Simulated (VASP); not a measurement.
# Pb2O (Pn-3m) in VASP: further runs

Runs on Pb2O. Level: PBE. Tasks: single point, relaxation of cell and atoms.

All numbers are computed with VASP 6.6.1; they aren't measurements. Logs are shortened: lines on timing, memory, paths and dates and some standing lists are left out, and cuts for length are marked.

### Step 1. The cell of the first run

It takes space group Pn-3m (No. 224, cubic). The conventional cell has a = 5.476 Å, b = 5.476 Å, c = 5.476 Å, α = 90.00°, β = 90.00°, γ = 90.00°. Within 3.1 Å of Pb (site symmetry -3m) lie 2 O at 2.37 Å. O (site symmetry -43m) has 4 Pb at 2.37 Å within 3.1 Å.

### Step 2. Single point, PBE

INCAR reads:

```
SYSTEM = Pb2O
ALGO     = Fast           ! electronic algorithm
EDIFF    = 1E-6           ! SCF threshold, eV
ENCUT    = 520            ! plane-wave cutoff, eV
GGA      = PE             ! functional
ISIF     = 2              ! what is computed and relaxed
ISMEAR   = 0              ! smearing method
LASPH    = .True.         ! aspherical terms in the spheres
LCHARG   = .False.        ! write CHGCAR
LREAL    = .False.        ! projectors in reciprocal space
LWAVE    = .False.        ! write WAVECAR
NBANDS   = 43             ! bands
NELM     = 100            ! most SCF steps
PREC     = Accurate       ! precision mode
SIGMA    = 0.1            ! smearing width, eV
```

KPOINTS reads:

```
k-points
0
Gamma
  8 8 8
  0 0 0
```

POSCAR reads:

```
Pb2O
1.0
    5.4757885398      0.0000000000      0.0000000000
    0.0000000000      5.4757885398      0.0000000000
    0.0000000000      0.0000000000      5.4757885398
Pb O
4 2
Direct
    0.2500000000      0.2500000000      0.2500000000
    0.7500000000      0.7500000000      0.2500000000
    0.2500000000      0.7500000000      0.7500000000
    0.7500000000      0.2500000000      0.7500000000
    0.0000000000      0.0000000000      0.0000000000
    0.5000000000      0.5000000000      0.5000000000
```

Potentials or basis: VASP PAW PBE potentials, release 64 (Pb_d, O).

On the command line:

```sh
> cat potpaw_PBE.64/Pb_d/POTCAR potpaw_PBE.64/O/POTCAR > POTCAR
> mpirun -np 1 vasp_std > vasp.out
```

OUTCAR:

```text
SYSTEM = Pb2O
   EDIFF = 1E-6
   ENCUT = 520
   GGA = PE
   ISIF = 2
   ISMEAR = 0
   LASPH = .True.
   LREAL = .False.
   NELM = 100
   PREC = Accurate

 ion  position               nearest neighbor table
   1  0.250  0.250  0.250-   5 2.37   6 2.37   4 3.87   2 3.87   3 3.87   3 3.87   4 3.87   2 3.87
                             3 3.87   3 3.87   2 3.87   4 3.87   4 3.87   2 3.87
   2  0.750  0.750  0.250-   5 2.37   6 2.37   4 3.87   1 3.87   3 3.87   3 3.87   4 3.87   1 3.87
                             4 3.87   4 3.87   1 3.87   3 3.87   3 3.87   1 3.87
   3  0.250  0.750  0.750-   5 2.37   6 2.37   4 3.87   1 3.87   2 3.87   1 3.87   2 3.87   1 3.87
                             4 3.87   1 3.87   2 3.87   4 3.87   2 3.87   4 3.87
   4  0.750  0.250  0.750-   5 2.37   6 2.37   3 3.87   1 3.87   2 3.87   1 3.87   2 3.87   2 3.87
                             3 3.87   2 3.87   1 3.87   3 3.87   1 3.87   3 3.87
   5  0.000  0.000  0.000-   1 2.37   2 2.37   3 2.37   4 2.37
   6  0.500  0.500  0.500-   1 2.37   2 2.37   3 2.37   4 2.37

  LATTYP: Found a simple cubic cell.
 ALAT       =     5.4757885398

  Lattice vectors:

 A1 = (   5.4757885398,   0.0000000000,   0.0000000000)
 A2 = (   0.0000000000,   5.4757885398,   0.0000000000)
 A3 = (   0.0000000000,   0.0000000000,   5.4757885398)

Analysis of symmetry for initial positions (statically):
=====================================================================
 Subroutine PRICEL returns:
 Original cell was already a primitive cell.

 Routine SETGRP: Setting up the symmetry group for a
 simple cubic supercell.

 Subroutine GETGRP returns: Found 48 space group operations
 (whereof 24 operations were pure point group operations)
 out of a pool of 48 trial point group operations.

The static configuration has the point symmetry T_d .
 The point group associated with its full space group is O_h .

Analysis of symmetry for dynamics (positions and initial velocities):
=====================================================================
 Subroutine PRICEL returns:
 Original cell was already a primitive cell.

 Routine SETGRP: Setting up the symmetry group for a
 simple cubic supercell.

 Subroutine GETGRP returns: Found 48 space group operations
 (whereof 24 operations were pure point group operations)
 out of a pool of 48 trial point group operations.

The dynamic configuration has the point symmetry T_d .
 The point group associated with its full space group is O_h .

 Subroutine INISYM returns: Found 48 space group operations
 (whereof 24 operations are pure point group operations),
 and found     1 'primitive' translations

----------------------------------------------------------------------------------------

                                     Primitive cell

  volume of cell :     164.1875

  direct lattice vectors                    reciprocal lattice vectors
     5.475788540  0.000000000  0.000000000     0.182622100  0.000000000  0.000000000
     0.000000000  5.475788540  0.000000000     0.000000000  0.182622100  0.000000000
     0.000000000  0.000000000  5.475788540     0.000000000  0.000000000  0.182622100

  length of vectors
     5.475788540  5.475788540  5.475788540     0.182622100  0.182622100  0.182622100

  position of ions in fractional coordinates (direct lattice)
     0.250000000  0.250000000  0.250000000
     0.750000000  0.750000000  0.250000000
     0.250000000  0.750000000  0.750000000
     0.750000000  0.250000000  0.750000000
     0.000000000  0.000000000  0.000000000
     0.500000000  0.500000000  0.500000000

  ion indices of the primitive-cell ions
   primitive index   ion index
                 1           1
                 2           2
                 3           3
                 4           4
                 5           5
                 6           6

----------------------------------------------------------------------------------------

 KPOINTS: k-points

Automatic generation of k-mesh.
 Grid dimensions read from file:
 generate k-points for:    8    8    8

 Generating k-lattice:

  Cartesian coordinates                     Fractional coordinates (reciprocal lattice)
     0.022827762  0.000000000  0.000000000     0.125000000  0.000000000  0.000000000
     0.000000000  0.022827762  0.000000000     0.000000000  0.125000000  0.000000000
     0.000000000  0.000000000  0.022827762     0.000000000  0.000000000  0.125000000

  Length of vectors
     0.022827762  0.022827762  0.022827762

  Shift w.r.t. Gamma in fractional coordinates (k-lattice)
     0.000000000  0.000000000  0.000000000

 Subroutine IBZKPT returns following result:
 ===========================================

 Found     35 irreducible k-points:

 Following reciprocal coordinates:
            Coordinates               Weight
  0.000000  0.000000  0.000000      1.000000
  0.125000  0.000000  0.000000      6.000000
  0.250000  0.000000  0.000000      6.000000
  0.375000  0.000000  0.000000      6.000000
  0.500000  0.000000  0.000000      3.000000
  0.125000  0.125000  0.000000     12.000000
[... 16 lines left out ...]
  0.375000  0.375000  0.125000     24.000000
  0.500000  0.375000  0.125000     24.000000
 [... further k-points ...]
   k-points           NKPTS =     35   k-points in BZ     NKDIM =     35   number of bands    NBANDS=     43
   number of dos      NEDOS =    301   number of ions     NIONS =      6
   total plane-waves  NPLWV =  74088
   dimension x,y,z NGX =    42 NGY =   42 NGZ =   42
   dimension x,y,z NGXF=    84 NGYF=   84 NGZF=   84
   ions per type =               4   2
   NGX,Y,Z   is equivalent  to a cutoff of  12.75, 12.75, 12.75 a.u.
   NGXF,Y,Z  is equivalent  to a cutoff of  25.50, 25.50, 25.50 a.u.
 SYSTEM =  Pb2O
   PREC   = accura    normal or accurate (medium, high low for compatibility)
   ISTART =      0    job   : 0-new  1-cont  2-samecut
   ICHARG =      2    charge: 1-file 2-atom 10-const
   ISPIN  =      1    spin polarized calculation?
   LNONCOLLINEAR =      F non collinear calculations
   LSORBIT =      F    spin-orbit coupling
   LASPH  =      T    aspherical Exc in radial PAW
   ENCUT  =  520.0 eV  38.22 Ry    6.18 a.u.  10.18 10.18 10.18*2*pi/ulx,y,z
   NELM   =    100;   NELMIN=  2; NELMDL= -5     # of ELM steps
   EDIFF  = 0.1E-05   stopping-criterion for ELM
   LREAL  =      F    real-space projection
   EDIFFG = 0.1E-04   stopping-criterion for IOM
   NSW    =      0    number of steps for IOM
   IBRION =     -1    ionic relax: 0-MD 1-quasi-New 2-CG
   NFREE  =      0    steps in history (QN), initial steepest desc. (CG)
   ISIF   =      2    stress and relaxation
   ISYM   =      2    0-nonsym 1-usesym 2-fastsym
   POTIM  = 0.5000    time-step for ionic-motion
   TEBEG  =    0.0;   TEEND  =   0.0 temperature during run
   PSTRESS=    0.0 pullay stress
   NELECT =      68.0000    total number of electrons
   NUPDOWN=      -1.0000    fix difference up-down
   EMIN   =  10.00;   EMAX   =-10.00  energy-range for DOS
   EFERMI =   0.00;   METHOD = LEGACY
   ISMEAR =     0;   SIGMA  =   0.10  broadening in eV -4-tet -1-fermi 0-gaus
   EFERMI_NEDOS =   21; number of points for ismear=-14 and -15
   IALGO  =     68    algorithm
   IMIX   =      4    mixing-type and parameters
     AMIX     =   0.40;   BMIX     =  1.00
     AMIX_MAG =   1.60;   BMIX_MAG =  1.00
  volume/ion in A,a.u.               =      27.36       184.67
  Fermi-wavevector in a.u.,A,eV,Ry     =   1.220294  2.306021 20.260672  1.489117
  Thomas-Fermi vector in A             =   2.355516
   LORBIT       =      0    0 simple, 1 ext, 2 COOP (PROOUT), +10 PAW based schemes
   GGA     = PE    functional components
   LHFCALC =     F    Hartree Fock is set to
   AEXX    =    0.0000 exact exchange contribution
   IVDW    =     0    specifies the selected vdW correction
   LEPSILON=     F    determine dielectric tensor
   LRPA    =     F    only Hartree local field effects (RPA)
 non-spin polarized calculation
 RMM-DIIS sequential band-by-band and
 Gauss-broadening in eV      SIGMA  =   0.10
  energy-cutoff  :      520.00
  volume of cell :      164.19
 maximum number of plane-waves:      4468
 NGX is ok and might be reduce to    42
   NGX = 21   NGY = 21   NGZ = 21

 number of electron      67.9999977 magnetization

 Free energy of the ion-electron system (eV)
  ---------------------------------------------------
  ext. energy  EPLUGINS =         0.00000000
  ---------------------------------------------------
  free energy    TOTEN  =       -26.57751048 eV

  energy without entropy =      -26.56929798  energy(sigma->0) =      -26.57340423

 E-fermi :   4.5215     XC(G=0):  -9.2807

 val. band max:        4.4794728932   @ k =   0.5000   0.2500   0.1250
 cond. band min:       4.5468173953   @ k =   0.3750   0.3750   0.0000
 fundamental gap:      0.0673445020
 Fermi energy:         4.5214664520

 k-point     1 :       0.0000    0.0000    0.0000
  band No.  band energies     occupation
      1     -13.7135      2.00000
      2     -12.6030      2.00000
      3     -11.9958      2.00000
      4     -11.9958      2.00000
      5     -11.9508      2.00000
      6     -11.9508      2.00000
[... 35 lines left out ...]
     42      10.1446      0.00000
     43      10.1675      0.00000

 k-point     2 :       0.1250    0.0000    0.0000
  band No.  band energies     occupation
      1     -13.6873      2.00000
      2     -12.6955      2.00000
      3     -11.9929      2.00000
      4     -11.9898      2.00000
      5     -11.9493      2.00000
      6     -11.9473      2.00000
[... 35 lines left out ...]
     42      10.4420      0.00000
     43      10.7170      0.00000

 k-point     3 :       0.2500    0.0000    0.0000
  band No.  band energies     occupation
      1     -13.6095      2.00000
      2     -12.8941      2.00000
      3     -11.9847      2.00000
      4     -11.9725      2.00000
      5     -11.9492      2.00000
      6     -11.9376      2.00000
[... 35 lines left out ...]
     42       9.9222      0.00000
     43      10.9844      0.00000

 k-point     4 :       0.3750    0.0000    0.0000
  band No.  band energies     occupation
      1     -13.4833      2.00000
      2     -13.1125      2.00000
      3     -11.9733      2.00000
      4     -11.9531      2.00000
      5     -11.9468      2.00000
      6     -11.9252      2.00000
[... 863 lines left out ...]
     42       9.8548      0.00000
     43      10.9257      0.00000

 k-point    23 :       0.3750    0.3750    0.1250
  band No.  band energies     occupation
      1     -13.4694      2.00000
      2     -13.1315      2.00000
      3     -11.9515      2.00000
      4     -11.9483      2.00000
      5     -11.9351      2.00000
      6     -11.9302      2.00000
[... 35 lines left out ...]
     42       9.8756      0.00000
     43      11.2495      0.00000

 k-point    24 :       0.5000    0.3750    0.1250
  band No.  band energies     occupation
      1     -13.4690      2.00000
      2     -13.1319      2.00000
      3     -11.9482      2.00000
      4     -11.9453      2.00000
      5     -11.9329      2.00000
      6     -11.9316      2.00000
[... 35 lines left out ...]
     42       9.8705      0.00000
     43      11.3943      0.00000

 [... further k-points ...]

------------------------ aborting loop because EDIFF is reached ----------------------------------------

  FORCE on cell =-STRESS in cart. coord.  units (eV):
  Direction    XX          YY          ZZ          XY          YZ          ZX
  --------------------------------------------------------------------------------------
  -------------------------------------------------------------------------------------
  Total       -0.0090023     -0.0090023     -0.0090023     -0.0000000     -0.0000000      0.0000000
  in kB       -0.0878461     -0.0878461     -0.0878461     -0.0000000     -0.0000000      0.0000000
  external PRESSURE =      -0.0878461 kB  Pullay stress =       0.0000000 kB

 VOLUME and BASIS-vectors are now :
 -----------------------------------------------------------------------------
  energy-cutoff  :      520.00
  volume of cell :      164.19
      direct lattice vectors                 reciprocal lattice vectors
     5.475788540  0.000000000  0.000000000     0.182622100  0.000000000  0.000000000
     0.000000000  5.475788540  0.000000000     0.000000000  0.182622100  0.000000000
     0.000000000  0.000000000  5.475788540     0.000000000  0.000000000  0.182622100

 POSITION                                       TOTAL-FORCE (eV/Angst)
 -----------------------------------------------------------------------------------
      1.36895      1.36895      1.36895         0.000000     -0.000000     -0.000000
      4.10684      4.10684      1.36895        -0.000000      0.000000     -0.000000
      1.36895      4.10684      4.10684        -0.000000     -0.000000      0.000000
      4.10684      1.36895      4.10684         0.000000      0.000000     -0.000000
      0.00000      0.00000      0.00000         0.000000     -0.000000      0.000000
      2.73789      2.73789      2.73789         0.000000     -0.000000      0.000000
 -----------------------------------------------------------------------------------
    total drift:                                0.000000      0.000000     -0.000000

  FREE ENERGIE OF THE ION-ELECTRON SYSTEM (eV)
  ---------------------------------------------------
  free  energy   TOTEN  =       -26.5775104824 eV

  energy  without entropy=      -26.5692979782  energy(sigma->0) =      -26.57340423
```

Wall time 8.8 min (1 thread of Oxide Virtual Turin-like, shared host); peak memory 0.33 GiB.

What came out:

```
Free energy            : -26.5775 eV
Pressure               : 0.0 GPa
Band gap on the k mesh : zero (bands 34 and 35 overlap by 0.83 eV)
```

Levels at points of the mesh, in eV from the Fermi level:
| k point | band 32 | band 33 | band 34 | band 35 | band 36 | band 37 |
| --- | --- | --- | --- | --- | --- | --- |
| (0.00, 0.00, 0.00) | -0.59 | -0.59 | -0.59 | 2.05 | 2.05 | 2.05 |
| (0.50, 0.00, 0.00) | -0.95 | -0.49 | -0.49 | 0.98 | 0.98 | 1.93 |
| (0.50, 0.50, 0.00) | -1.21 | -0.07 | -0.07 | 1.35 | 1.35 | 1.91 |
| (0.50, 0.50, 0.50) | -0.82 | -0.74 | -0.74 | -0.74 | 1.35 | 4.42 |

Caveat: spin-orbit coupling is left out, which moves the levels of the heavy elements.

(Continued in part 2 of 2.)

The gap in the log of VASP goes by the Fermi energy; the results here count the filled bands.